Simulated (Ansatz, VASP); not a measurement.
Two plane-wave programs on ZrS

```xyz
2
Lattice="0.0000 2.5691 2.5691 2.5691 0.0000 2.5691 2.5691 2.5691 0.0000" Properties=species:S:1:pos:R:3 pbc="T T T"
Zr    0.0000    0.0000    0.0000
S     2.5691    2.5691    2.5691
```

Alike in both runs: task relaxation of cell and atoms; functional LDA; k mesh 14 × 14 × 14; occupations gaussian, width 0.1 eV; no spin polarisation.

|  | VASP | Ansatz |
| --- | --- | --- |
| version | VASP 6.6.1 | Ansatz 0.2.0 |
| potentials or method | VASP PAW LDA potentials, release 64 (Zr_sv, S), cutoff 600 eV | scalar-relativistic, plane waves, PAW |
| valence electrons in the cell | 18 | 18 |

VASP gave:

| Property | Result |
| --- | --- |
| gap on the k mesh at the Fermi level, each at its own relaxed structure (eV) | none |
| relaxed volume (Å³/atom) | 16.94 |
| relaxed cell length with the largest relative difference (Å) | 3.632 |

Question: Which values does Ansatz return?

Answer: gap on the k mesh at the Fermi level, each at its own relaxed structure (eV): none; relaxed volume (Å³/atom): 16.91; relaxed cell length with the largest relative difference (Å): 3.630.

LDA's correlation is that of Perdew and Zunger in VASP and of Perdew and Wang (1992) in Ansatz. A gap of «none» marks a metal or a gap that the smearing closes.

Noted on VASP's run: too few bands were computed for a metal, which touches its energy and stress.
